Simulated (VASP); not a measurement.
# BeS (F-43m) in VASP: further runs, part 2 of 2

VASP 6.6.1.

**3. Single point, r2SCAN**

The input, POSCAR:

```
BeS
1.0
    0.0000000000      2.4343066359      2.4343066359
    2.4343066359      0.0000000000      2.4343066359
    2.4343066359      2.4343066359      0.0000000000
Be S
1 1
Direct
    0.0000000000      0.0000000000      0.0000000000
    0.2500000000      0.2500000000      0.2500000000
```

The input, INCAR.step1:

```
SYSTEM = BeS
PREC = Accurate ; ENCUT = 520
ISMEAR = 0 ; SIGMA = 0.01
LREAL = .FALSE. ; LASPH = .TRUE.
NELM = 100 ; NBANDS = 11
GGA = PE ; ALGO = Normal
EDIFF = 1E-4 ; LWAVE = .TRUE.
LCHARG = .FALSE.
```

The input, INCAR.step2:

```
SYSTEM = BeS
PREC = Accurate ; ENCUT = 520
EDIFF = 1E-6 ; ISMEAR = 0
SIGMA = 0.01 ; LREAL = .FALSE.
LASPH = .TRUE. ; NELM = 100
ALGO = Normal ; ISIF = 2
LWAVE = .FALSE. ; LCHARG = .TRUE.
METAGGA = R2SCAN ; LMIXTAU = .TRUE.
LELF = .TRUE. ; LVHAR = .TRUE.
NBANDS = 11 ; ISTART = 1
```

The input, KPOINTS:

```
regular mesh
0
G
  8 8 8
  0 0 0
```

Potentials or basis: VASP PAW PBE potentials, release 64 (Be, S).

On the command line:

```sh
$ cat potpaw_PBE.64/Be/POTCAR potpaw_PBE.64/S/POTCAR > POTCAR
$ cp INCAR.step1 INCAR
$ mpirun -np 1 vasp_std > vasp.out
$ cp INCAR.step2 INCAR
$ mpirun -np 1 vasp_std > vasp.out
```

OUTCAR:

```text
SYSTEM = BeS
   PREC = Accurate
   ENCUT = 520
   EDIFF = 1E-6
   ISMEAR = 0
   LREAL = .FALSE.
   LASPH = .TRUE.
   NELM = 100
   ISIF = 2
   METAGGA = R2SCAN
   ISTART = 1

 ion  position               nearest neighbor table
   1  0.000  0.000  0.000-   2 2.11   2 2.11   2 2.11   2 2.11
   2  0.250  0.250  0.250-   1 2.11   1 2.11   1 2.11   1 2.11

  LATTYP: Found a face centered cubic cell.
 ALAT       =     4.8686132718

  Lattice vectors:

 A1 = (   0.0000000000,   2.4343066359,   2.4343066359)
 A2 = (   2.4343066359,   0.0000000000,   2.4343066359)
 A3 = (   2.4343066359,   2.4343066359,   0.0000000000)

Analysis of symmetry for initial positions (statically):
=====================================================================
 Subroutine PRICEL returns:
 Original cell was already a primitive cell.

 Routine SETGRP: Setting up the symmetry group for a
 face centered cubic supercell.

 Subroutine GETGRP returns: Found 24 space group operations
 (whereof 24 operations were pure point group operations)
 out of a pool of 48 trial point group operations.

The static configuration has the point symmetry T_d .

Analysis of symmetry for dynamics (positions and initial velocities):
[... 167 lines left out ...]
 k-point     1 :       0.0000    0.0000    0.0000
  band No.  band energies     occupation
      1     -10.3686      2.00000
      2       3.8486      2.00000
      3       3.8486      2.00000
      4       3.8486      2.00000
      5      10.1125      0.00000
      6      10.1125      0.00000
      7      10.1125      0.00000
      8      10.4333      0.00000
      9      17.2504      0.00000
     10      17.2504      0.00000
     11      19.6604      0.00000
[... 309 lines left out ...]
 k-point    24 :      -0.3750    0.2500    0.1250
  band No.  band energies     occupation
      1      -8.4403      2.00000
      2      -1.4890      2.00000
      3       1.0381      2.00000
      4       2.0020      2.00000
      5      10.4917      0.00000
      6      11.0366      0.00000
      7      13.6747      0.00000
      8      15.0507      0.00000
      9      16.1337      0.00000
     10      20.0368      0.00000
     11      20.7830      0.00000

 [... further k-points ...]
[... 5 lines left out ...]
  --------------------------------------------------------------------------------------
  -------------------------------------------------------------------------------------
  Total        0.0491079      0.0491079      0.0491079      0.0000000      0.0000000     -0.0000000
  in kB        2.7271308      2.7271308      2.7271308      0.0000000      0.0000000     -0.0000000
  external PRESSURE =       2.7271308 kB  Pullay stress =       0.0000000 kB

 VOLUME and BASIS-vectors are now :
 -----------------------------------------------------------------------------
  energy-cutoff  :      520.00
  volume of cell :       28.85
      direct lattice vectors                 reciprocal lattice vectors
     0.000000000  2.434306636  2.434306636    -0.205397296  0.205397296  0.205397296
     2.434306636  0.000000000  2.434306636     0.205397296 -0.205397296  0.205397296
     2.434306636  2.434306636  0.000000000     0.205397296  0.205397296 -0.205397296

 POSITION                                       TOTAL-FORCE (eV/Angst)
 -----------------------------------------------------------------------------------
      0.00000      0.00000      0.00000         0.000000      0.000000      0.000000
      1.21715      1.21715      1.21715        -0.000000     -0.000000     -0.000000
 -----------------------------------------------------------------------------------
    total drift:                                0.000000      0.000000      0.000000

  FREE ENERGIE OF THE ION-ELECTRON SYSTEM (eV)
  ---------------------------------------------------
  free  energy   TOTEN  =       -14.7865362197 eV

  energy  without entropy=      -14.7865362197  energy(sigma->0) =      -14.78653622
```

OUTCAR.step1:

```text
SYSTEM = BeS
   PREC = Accurate
   ENCUT = 520
   ISMEAR = 0
   LREAL = .FALSE.
   LASPH = .TRUE.
[... 558 lines left out ...]
      0.00000      0.00000      0.00000         0.000000     -0.000000     -0.000000
      1.21715      1.21715      1.21715        -0.000000      0.000000      0.000000
 -----------------------------------------------------------------------------------
    total drift:                               -0.000000     -0.000000     -0.000000

  FREE ENERGIE OF THE ION-ELECTRON SYSTEM (eV)
  ---------------------------------------------------
  free  energy   TOTEN  =       -10.0130707509 eV

  energy  without entropy=      -10.0130707509  energy(sigma->0) =      -10.01307075
```

OSZICAR.step1:

```text
N       E                     dE             d eps       ncg     rms          rms(c)
DAV:   1     0.202841856657E+02    0.20284E+02   -0.38245E+03   638   0.618E+02
DAV:   2    -0.897118922621E+01   -0.29255E+02   -0.28141E+02   835   0.117E+02
DAV:   3    -0.101756166443E+02   -0.12044E+01   -0.12022E+01   836   0.233E+01
DAV:   4    -0.101820604500E+02   -0.64438E-02   -0.64428E-02   781   0.195E+00
DAV:   5    -0.101821181426E+02   -0.57693E-04   -0.57692E-04   858   0.187E-01    0.558E+00
DAV:   6    -0.100506239771E+02    0.13149E+00   -0.11810E-01   740   0.163E+00    0.380E+00
DAV:   7    -0.100117437068E+02    0.38880E-01   -0.11402E-01   803   0.177E+00    0.101E+00
DAV:   8    -0.100129779374E+02   -0.12342E-02   -0.65158E-03   821   0.411E-01    0.141E-01
DAV:   9    -0.100130707509E+02   -0.92814E-04   -0.50729E-04   803   0.142E-01
   1 F= -.10013071E+02 E0= -.10013071E+02  d E =-.346446E-30
```

It took 77 s on 1 thread of Intel Xeon 8259CL, shared host; peak memory 0.16 GiB.

Results:

| Quantity | Value |
| --- | --- |
| Free energy | -14.7865 eV |
| Pressure | 0.3 GPa |
| Band gap on the k mesh | 3.60 eV (least direct gap 6.26 eV) |

Caveat: the PAW data sets were made with another functional, which shifts forces and pressure a little. A k mesh can miss the band edges.

**4. Single point, HSE06**

POSCAR is that of step 3.

The input, INCAR.step1:

```
PREC = Accurate
ENCUT = 520
EDIFF = 1E-5
ISMEAR = 0
SIGMA = 0.01
LREAL = False
LASPH = True
NELM = 100
ALGO = Normal
ISIF = 2
LWAVE = True
LCHARG = False
GGA = PE
NBANDS = 11
```

The input, INCAR.step2:

```
PREC = Accurate
ENCUT = 520
EDIFF = 1E-6
ISMEAR = 0
SIGMA = 0.01
LREAL = False
LASPH = True
NELM = 100
ALGO = Normal
ISIF = 2
LWAVE = False
LCHARG = False
GGA = PE
LHFCALC = True
HFSCREEN = 0.2079
PRECFOCK = Normal
ISTART = 1
NBANDS = 11
```

The input, KPOINTS:

```
regular mesh
0
Gamma
  6 6 6
```

Potentials or basis: VASP PAW PBE potentials, release 64 (Be, S).

On the command line:

```sh
$ cat potpaw_PBE.64/Be/POTCAR potpaw_PBE.64/S/POTCAR > POTCAR
$ cp INCAR.step1 INCAR
$ mpirun -np 1 vasp_std > vasp.out
$ cp INCAR.step2 INCAR
$ mpirun -np 1 vasp_std > vasp.out
```

OUTCAR:

```text
PREC = Accurate
   ENCUT = 520
   EDIFF = 1E-6
   ISMEAR = 0
   LREAL = False
   LASPH = True
   NELM = 100
   ISIF = 2
   GGA = PE
   LHFCALC = True
   HFSCREEN = 0.2079
   PRECFOCK = Normal
   ISTART = 1

 ion  position               nearest neighbor table
   1  0.000  0.000  0.000-   2 2.11   2 2.11   2 2.11   2 2.11
   2  0.250  0.250  0.250-   1 2.11   1 2.11   1 2.11   1 2.11

  LATTYP: Found a face centered cubic cell.
 ALAT       =     4.8686132718

  Lattice vectors:

 A1 = (   0.0000000000,   2.4343066359,   2.4343066359)
 A2 = (   2.4343066359,   0.0000000000,   2.4343066359)
 A3 = (   2.4343066359,   2.4343066359,   0.0000000000)

Analysis of symmetry for initial positions (statically):
=====================================================================
 Subroutine PRICEL returns:
 Original cell was already a primitive cell.

 Routine SETGRP: Setting up the symmetry group for a
 face centered cubic supercell.

 Subroutine GETGRP returns: Found 24 space group operations
 (whereof 24 operations were pure point group operations)
 out of a pool of 48 trial point group operations.

[... 171 lines left out ...]
      1     -11.6011      2.00000
      2       3.4023      2.00000
      3       3.4023      2.00000
      4       3.4023      2.00000
      5      10.2713      0.00000
      6      10.2713      0.00000
      7      10.2713      0.00000
      8      10.3648      0.00000
      9      17.6479      0.00000
     10      17.6479      0.00000
     11      19.5830      0.00000
[... 197 lines left out ...]
 k-point    16 :      -0.3333    0.5000    0.1667
  band No.  band energies     occupation
      1      -9.2204      2.00000
      2      -1.6146      2.00000
      3      -0.2706      2.00000
      4       0.0157      2.00000
      5       9.5961      0.00000
      6      11.2307      0.00000
      7      14.8205      0.00000
      8      15.3254      0.00000
      9      19.4513      0.00000
     10      19.4973      0.00000
     11      22.0862      0.00000

------------------------ aborting loop because EDIFF is reached ----------------------------------------

  FORCE on cell =-STRESS in cart. coord.  units (eV):
  Direction    XX          YY          ZZ          XY          YZ          ZX
  --------------------------------------------------------------------------------------
  -------------------------------------------------------------------------------------
  Total       -0.1893703     -0.1893703     -0.1893703      0.0000000     -0.0000000      0.0000000
  in kB      -10.5163894    -10.5163894    -10.5163894      0.0000000     -0.0000000      0.0000000
  external PRESSURE =     -10.5163894 kB  Pullay stress =       0.0000000 kB

 VOLUME and BASIS-vectors are now :
 -----------------------------------------------------------------------------
  energy-cutoff  :      520.00
  volume of cell :       28.85
      direct lattice vectors                 reciprocal lattice vectors
     0.000000000  2.434306636  2.434306636    -0.205397296  0.205397296  0.205397296
     2.434306636  0.000000000  2.434306636     0.205397296 -0.205397296  0.205397296
     2.434306636  2.434306636  0.000000000     0.205397296  0.205397296 -0.205397296

 POSITION                                       TOTAL-FORCE (eV/Angst)
 -----------------------------------------------------------------------------------
      0.00000      0.00000      0.00000         0.000000      0.000000      0.000000
      1.21715      1.21715      1.21715        -0.000000     -0.000000     -0.000000
 -----------------------------------------------------------------------------------
    total drift:                                0.000000     -0.000000      0.000000

  FREE ENERGIE OF THE ION-ELECTRON SYSTEM (eV)
  ---------------------------------------------------
  free  energy   TOTEN  =       -11.3874640763 eV

  energy  without entropy=      -11.3874640763  energy(sigma->0) =      -11.38746408
```

OUTCAR.step1:

```text
PREC = Accurate
   ENCUT = 520
   EDIFF = 1E-5
   ISMEAR = 0
   LREAL = False
[... 436 lines left out ...]
      0.00000      0.00000      0.00000         0.000000      0.000000     -0.000000
      1.21715      1.21715      1.21715        -0.000000     -0.000000      0.000000
 -----------------------------------------------------------------------------------
    total drift:                                0.000000      0.000000      0.000000

  FREE ENERGIE OF THE ION-ELECTRON SYSTEM (eV)
  ---------------------------------------------------
  free  energy   TOTEN  =       -10.0105089988 eV

  energy  without entropy=      -10.0105089988  energy(sigma->0) =      -10.01050900
```

Wall time 11 min (1 thread of Intel Xeon 8259CL, shared host); peak memory 0.26 GiB.

Results:

```yaml
Free_energy: -11.3875 eV
Pressure: -1.1 GPa
Band_gap_on_the_k_mesh: 4.08 eV (least direct gap 6.87 eV)
```

Caveat: the PAW data sets were made with another functional, which shifts forces and pressure a little.
